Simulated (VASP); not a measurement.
# Y3Si2F in VASP: notebook

Runs on Y3Si2F. Level: PBE. Tasks: single point, relaxation of cell and atoms.

Program: VASP 6.6.1. These are calculated values, not measurements. Logs are shortened: lines on timing, memory, paths and dates and some standing lists are left out, and cuts for length are marked.

### 1 The cell of the first run

The typed cell holds 6 atoms: a = 7.179 Å, b = 7.179 Å, c = 3.928 Å, α = 90.00°, β = 90.00°, γ = 120.00°.

The cell was generated, and may not be a known phase.

### 2 Single point, PBE

File INCAR:

```
SYSTEM = Y3Si2F
ALGO     = Normal         ! electronic algorithm
EDIFF    = 1E-7           ! SCF threshold, eV
ENCUT    = 520            ! plane-wave cutoff, eV
GGA      = PE             ! functional
ISIF     = 2              ! what is computed and relaxed
ISMEAR   = 0              ! smearing method
LASPH    = .TRUE.         ! aspherical terms in the spheres
LCHARG   = .FALSE.        ! write CHGCAR
LREAL    = .FALSE.        ! projectors in reciprocal space
LWAVE    = .FALSE.        ! write WAVECAR
NBANDS   = 33             ! bands
NELM     = 100            ! most SCF steps
PREC     = Accurate       ! precision mode
SIGMA    = 0.1            ! smearing width, eV
```

File KPOINTS:

```
k-points
0
G
  6 6 4
  0 0 0
```

File POSCAR:

```
Y3Si2F
1.0
    7.1792501772      0.0000000037      0.0000000000
   -3.5896250918      6.2174130318      0.0000000000
    0.0000000000      0.0000000000      3.9284604389
Y Si F
3 2 1
Direct
    0.0000000000      0.5000000000      1.0283361624
    0.5000000000      0.0000000000      1.0283361624
    0.5000000000      0.5000000000      1.0283361624
    0.6666666667      0.3333333333      0.5283158680
    0.3333333333      0.6666666667      0.5283158680
    0.0000000000      0.0000000000      0.0283546869
```

Potentials or basis: VASP PAW PBE potentials, release 64 (Y_sv, Si, F).

On the command line:

```console
$ cat potpaw_PBE.64/Y_sv/POTCAR potpaw_PBE.64/Si/POTCAR potpaw_PBE.64/F/POTCAR > POTCAR
$ mpirun -np 1 vasp_std > vasp.out
```

OUTCAR:

```text
SYSTEM = Y3Si2F
   EDIFF = 1E-7
   ENCUT = 520
   GGA = PE
   ISIF = 2
   ISMEAR = 0
   LASPH = .TRUE.
   LREAL = .FALSE.
   NELM = 100
   PREC = Accurate

 ion  position               nearest neighbor table
   1  0.000  0.500  0.028-   4 2.86   5 2.86   4 2.86   5 2.86   3 3.59   3 3.59   2 3.59   2 3.59

   2  0.500  0.000  0.028-   4 2.86   5 2.86   4 2.86   5 2.86   3 3.59   3 3.59   1 3.59   1 3.59

   3  0.500  0.500  0.028-   4 2.86   5 2.86   4 2.86   5 2.86   1 3.59   1 3.59   2 3.59   2 3.59

   4  0.667  0.333  0.528-   1 2.86   2 2.86   3 2.86   1 2.86   2 2.86   3 2.86
   5  0.333  0.667  0.528-   1 2.86   2 2.86   3 2.86   1 2.86   2 2.86   3 2.86
   6  0.000  0.000  0.028-

  LATTYP: Found a hexagonal cell.
 ALAT       =     7.1792501772
 C/A-ratio  =     0.5471964818

  Lattice vectors:

 A1 = (   7.1792501772,   0.0000000037,   0.0000000000)
 A2 = (  -3.5896250918,   6.2174130318,   0.0000000000)
 A3 = (   0.0000000000,   0.0000000000,   3.9284604389)

Analysis of symmetry for initial positions (statically):
=====================================================================
 Subroutine PRICEL returns:
 Original cell was already a primitive cell.

 Routine SETGRP: Setting up the symmetry group for a
 hexagonal supercell.

 Subroutine GETGRP returns: Found 12 space group operations
 (whereof 12 operations were pure point group operations)
 out of a pool of 24 trial point group operations.

The static configuration has the point symmetry C_6v.

Analysis of symmetry for dynamics (positions and initial velocities):
=====================================================================
 Subroutine PRICEL returns:
 Original cell was already a primitive cell.

 Routine SETGRP: Setting up the symmetry group for a
 hexagonal supercell.

 Subroutine GETGRP returns: Found 12 space group operations
 (whereof 12 operations were pure point group operations)
 out of a pool of 24 trial point group operations.

The dynamic configuration has the point symmetry C_6v.

 Subroutine INISYM returns: Found 12 space group operations
 (whereof 12 operations are pure point group operations),
 and found     1 'primitive' translations

----------------------------------------------------------------------------------------

                                     Primitive cell

  volume of cell :     175.3522

  direct lattice vectors                    reciprocal lattice vectors
     7.179250177  0.000000004  0.000000000     0.139290312  0.080419299  0.000000000
    -3.589625092  6.217413032  0.000000000    -0.000000000  0.160838599  0.000000000
     0.000000000  0.000000000  3.928460439     0.000000000  0.000000000  0.254552646

  length of vectors
     7.179250177  7.179250177  3.928460439     0.160838599  0.160838599  0.254552646

  position of ions in fractional coordinates (direct lattice)
     0.000000000  0.500000000  0.028336162
     0.500000000  0.000000000  0.028336162
     0.500000000  0.500000000  0.028336162
     0.666666667  0.333333333  0.528315868
     0.333333333  0.666666667  0.528315868
     0.000000000  0.000000000  0.028354687

  ion indices of the primitive-cell ions
   primitive index   ion index
                 1           1
                 2           2
                 3           3
                 4           4
                 5           5
                 6           6

----------------------------------------------------------------------------------------

 KPOINTS: k-points

Automatic generation of k-mesh.
 Grid dimensions read from file:
 generate k-points for:    6    6    4

 Generating k-lattice:

  Cartesian coordinates                     Fractional coordinates (reciprocal lattice)
     0.023215052  0.013403217  0.000000000     0.166666667  0.000000000  0.000000000
    -0.000000000  0.026806433  0.000000000     0.000000000  0.166666667  0.000000000
     0.000000000  0.000000000  0.063638162     0.000000000  0.000000000  0.250000000

  Length of vectors
     0.026806433  0.026806433  0.063638162

  Shift w.r.t. Gamma in fractional coordinates (k-lattice)
     0.000000000  0.000000000  0.000000000

 Subroutine IBZKPT returns following result:
 ===========================================

 Found     21 irreducible k-points:

 Following reciprocal coordinates:
            Coordinates               Weight
  0.000000  0.000000  0.000000      1.000000
  0.166667 -0.000000  0.000000      6.000000
  0.333333  0.000000  0.000000      6.000000
  0.500000 -0.000000  0.000000      3.000000
  0.166667  0.166667  0.000000      6.000000
  0.333333  0.166667  0.000000     12.000000
[... 13 lines left out ...]
  0.333333  0.166667  0.500000     12.000000
  0.333333  0.333333  0.500000      2.000000
   k-points           NKPTS =     21   k-points in BZ     NKDIM =     21   number of bands    NBANDS=     33
   number of dos      NEDOS =    301   number of ions     NIONS =      6
   total plane-waves  NPLWV =  87480
   dimension x,y,z NGX =    54 NGY =   54 NGZ =   30
   dimension x,y,z NGXF=   108 NGYF=  108 NGZF=   60
   ions per type =               3   2   1
   NGX,Y,Z   is equivalent  to a cutoff of  12.50, 12.50, 12.70 a.u.
   NGXF,Y,Z  is equivalent  to a cutoff of  25.01, 25.01, 25.39 a.u.
 SYSTEM =  Y3Si2F
   PREC   = accura    normal or accurate (medium, high low for compatibility)
   ISTART =      0    job   : 0-new  1-cont  2-samecut
   ICHARG =      2    charge: 1-file 2-atom 10-const
   ISPIN  =      1    spin polarized calculation?
   LNONCOLLINEAR =      F non collinear calculations
   LSORBIT =      F    spin-orbit coupling
   LASPH  =      T    aspherical Exc in radial PAW
   ENCUT  =  520.0 eV  38.22 Ry    6.18 a.u.  13.35 13.35  7.30*2*pi/ulx,y,z
   NELM   =    100;   NELMIN=  2; NELMDL= -5     # of ELM steps
   EDIFF  = 0.1E-06   stopping-criterion for ELM
   LREAL  =      F    real-space projection
   EDIFFG = 0.1E-05   stopping-criterion for IOM
   NSW    =      0    number of steps for IOM
   IBRION =     -1    ionic relax: 0-MD 1-quasi-New 2-CG
   NFREE  =      0    steps in history (QN), initial steepest desc. (CG)
   ISIF   =      2    stress and relaxation
   ISYM   =      2    0-nonsym 1-usesym 2-fastsym
   POTIM  = 0.5000    time-step for ionic-motion
   TEBEG  =    0.0;   TEEND  =   0.0 temperature during run
   PSTRESS=    0.0 pullay stress
   NELECT =      48.0000    total number of electrons
   NUPDOWN=      -1.0000    fix difference up-down
   EMIN   =  10.00;   EMAX   =-10.00  energy-range for DOS
   EFERMI =   0.00;   METHOD = LEGACY
   ISMEAR =     0;   SIGMA  =   0.10  broadening in eV -4-tet -1-fermi 0-gaus
   EFERMI_NEDOS =   21; number of points for ismear=-14 and -15
   IALGO  =     38    algorithm
   IMIX   =      4    mixing-type and parameters
     AMIX     =   0.40;   BMIX     =  1.00
     AMIX_MAG =   1.60;   BMIX_MAG =  1.00
  volume/ion in A,a.u.               =      29.23       197.22
  Fermi-wavevector in a.u.,A,eV,Ry     =   1.062963  2.008709 15.373094  1.129891
  Thomas-Fermi vector in A             =   2.198432
   LORBIT       =      0    0 simple, 1 ext, 2 COOP (PROOUT), +10 PAW based schemes
   GGA     = PE    functional components
   LHFCALC =     F    Hartree Fock is set to
   AEXX    =    0.0000 exact exchange contribution
   IVDW    =     0    specifies the selected vdW correction
   LEPSILON=     F    determine dielectric tensor
   LRPA    =     F    only Hartree local field effects (RPA)
 non-spin polarized calculation
 Gauss-broadening in eV      SIGMA  =   0.10
  energy-cutoff  :      520.00
  volume of cell :      175.35
 maximum number of plane-waves:      4750
 NGX is ok and might be reduce to    54
   NGX = 27   NGY = 27   NGZ = 15

 number of electron      48.0000006 magnetization

 Free energy of the ion-electron system (eV)
  ---------------------------------------------------
  ext. energy  EPLUGINS =         0.00000000
  ---------------------------------------------------
  free energy    TOTEN  =       -36.08430389 eV

  energy without entropy =      -36.07739932  energy(sigma->0) =      -36.08085160

 E-fermi :   1.9617     XC(G=0):  -8.3791

 val. band max:        1.9105566605   @ k =   0.1667  -0.0000   0.0000
 cond. band min:       2.0395152578   @ k =   0.3333   0.1667   0.0000
 fundamental gap:      0.1289585973
 Fermi energy:         1.9617133008

 k-point     1 :       0.0000    0.0000    0.0000
  band No.  band energies     occupation
      1     -40.8525      2.00000
      2     -40.8195      2.00000
      3     -40.8195      2.00000
      4     -21.1083      2.00000
      5     -21.1083      2.00000
      6     -21.0121      2.00000
[... 25 lines left out ...]
     32       5.1621      0.00000
     33       5.5901      0.00000

 k-point     2 :       0.1667   -0.0000    0.0000
  band No.  band energies     occupation
      1     -40.8506      2.00000
      2     -40.8214      2.00000
      3     -40.8195      2.00000
      4     -21.1066      2.00000
      5     -21.0973      2.00000
      6     -20.9892      2.00000
[... 25 lines left out ...]
     32       5.1691      0.00000
     33       5.5030      0.00000

 k-point     3 :       0.3333    0.0000    0.0000
  band No.  band energies     occupation
      1     -40.8456      2.00000
      2     -40.8265      2.00000
      3     -40.8195      2.00000
      4     -21.1047      2.00000
      5     -21.0689      2.00000
      6     -20.9833      2.00000
[... 25 lines left out ...]
     32       5.1882      0.00000
     33       5.2188      0.00000

 k-point     4 :       0.5000   -0.0000    0.0000
  band No.  band energies     occupation
      1     -40.8415      2.00000
      2     -40.8305      2.00000
      3     -40.8195      2.00000
      4     -21.1042      2.00000
      5     -21.0437      2.00000
      6     -21.0060      2.00000
[... 25 lines left out ...]
     32       4.9383      0.00000
     33       5.1373      0.00000

 k-point     5 :       0.1667    0.1667    0.0000
  band No.  band energies     occupation
      1     -40.8471      2.00000
      2     -40.8250      2.00000
      3     -40.8195      2.00000
      4     -21.1020      2.00000
      5     -21.0808      2.00000
      6     -20.9761      2.00000
[... 496 lines left out ...]
 k-point    19 :       0.1667    0.1667    0.5000
  band No.  band energies     occupation
      1     -40.8399      2.00000
      2     -40.8182      2.00000
      3     -40.8128      2.00000
      4     -21.0887      2.00000
      5     -21.0677      2.00000
      6     -20.9664      2.00000
[... 25 lines left out ...]
     32       5.2163      0.00000
     33       5.2226      0.00000

 k-point    20 :       0.3333    0.1667    0.5000
  band No.  band energies     occupation
      1     -40.8345      2.00000
      2     -40.8237      2.00000
      3     -40.8128      2.00000
      4     -21.0845      2.00000
      5     -21.0405      2.00000
      6     -20.9935      2.00000
[... 25 lines left out ...]
     32       4.6124      0.00000
     33       5.1785      0.00000

 k-point    21 :       0.3333    0.3333    0.5000
  band No.  band energies     occupation
      1     -40.8291      2.00000
      2     -40.8291      2.00000
      3     -40.8128      2.00000
      4     -21.0779      2.00000
      5     -21.0198      2.00000
      6     -21.0198      2.00000
[... 25 lines left out ...]
     32       4.6491      0.00000
     33       4.6491      0.00000

------------------------ aborting loop because EDIFF is reached ----------------------------------------

  FORCE on cell =-STRESS in cart. coord.  units (eV):
  Direction    XX          YY          ZZ          XY          YZ          ZX
  --------------------------------------------------------------------------------------
  -------------------------------------------------------------------------------------
  Total       -0.0143203     -0.0143203     -0.0812196     -0.0000000      0.0000000      0.0000000
  in kB       -0.1308429     -0.1308429     -0.7420966     -0.0000000      0.0000000      0.0000000
  external PRESSURE =      -0.3345942 kB  Pullay stress =       0.0000000 kB

 VOLUME and BASIS-vectors are now :
 -----------------------------------------------------------------------------
  energy-cutoff  :      520.00
  volume of cell :      175.35
      direct lattice vectors                 reciprocal lattice vectors
     7.179250177  0.000000004  0.000000000     0.139290312  0.080419299  0.000000000
    -3.589625092  6.217413032  0.000000000    -0.000000000  0.160838599  0.000000000
     0.000000000  0.000000000  3.928460439     0.000000000  0.000000000  0.254552646

 POSITION                                       TOTAL-FORCE (eV/Angst)
 -----------------------------------------------------------------------------------
     -1.79481      3.10871      0.11132         0.000000      0.000000     -0.000195
      3.58963      0.00000      0.11132         0.000000      0.000000     -0.000195
      1.79481      3.10871      0.11132         0.000000      0.000000     -0.000195
      3.58963      2.07247      2.07547         0.000000      0.000000      0.000533
     -0.00000      4.14494      2.07547         0.000000      0.000000      0.000533
      0.00000      0.00000      0.11139        -0.000000     -0.000000     -0.000481
 -----------------------------------------------------------------------------------
    total drift:                               -0.000000     -0.000000     -0.000499

  FREE ENERGIE OF THE ION-ELECTRON SYSTEM (eV)
  ---------------------------------------------------
  free  energy   TOTEN  =       -36.0843038917 eV

  energy  without entropy=      -36.0773993165  energy(sigma->0) =      -36.08085160
```

It took 2.8 min on 1 thread of Intel Xeon Platinum 8259CL at 2.50GHz (Skylake/Cascade Lake), shared host; peak memory 0.34 GiB.

What came out:

* Free energy: -36.0843 eV
* Pressure: 0.0 GPa
* Band gap on the k mesh: zero (bands 24 and 25 overlap by 0.24 eV)

Caveat: the k points lie up to 0.40 Å⁻¹ apart; semilocal functionals underestimate gaps, and a narrow one can read as zero.

(Part 1 of 2 ends here.)

The gap in the log of VASP goes by the Fermi energy; the results here count the filled bands.